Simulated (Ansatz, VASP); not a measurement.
# NaCl: VASP beside Ansatz

```
CELL_PARAMETERS angstrom
0.00000 2.79406 2.79406
2.79406 0.00000 2.79406
2.79406 2.79406 0.00000
ATOMIC_POSITIONS crystal
Cl 0.50000 0.50000 0.50000
Na 0.00000 0.00000 0.00000
```

Alike in both runs: task single point; functional PBE; k mesh 8 × 8 × 8; occupations gaussian, width 0.017 eV; no spin polarisation.

|  | VASP | Ansatz |
| --- | --- | --- |
| version | VASP 6.6.1 | Ansatz 0.2.0 |
| potentials or method | VASP PAW PBE potentials, release 64 (Cl, Na_pv), cutoff 520 eV | all-electron LAPW, scalar-relativistic |

|  | VASP | Ansatz | Ansatz less VASP |
| --- | --- | --- | --- |
| gap on the k mesh at the Fermi level (eV) | 5.22 | 5.22 | +0.001 |
| least direct gap on the mesh (eV) | 5.22 | 5.22 | +0.001 |
| pressure (GPa) | 1.5 | 1.6 | +0.04 |

Ansatz ran all-electron here, and VASP with PAW potentials.
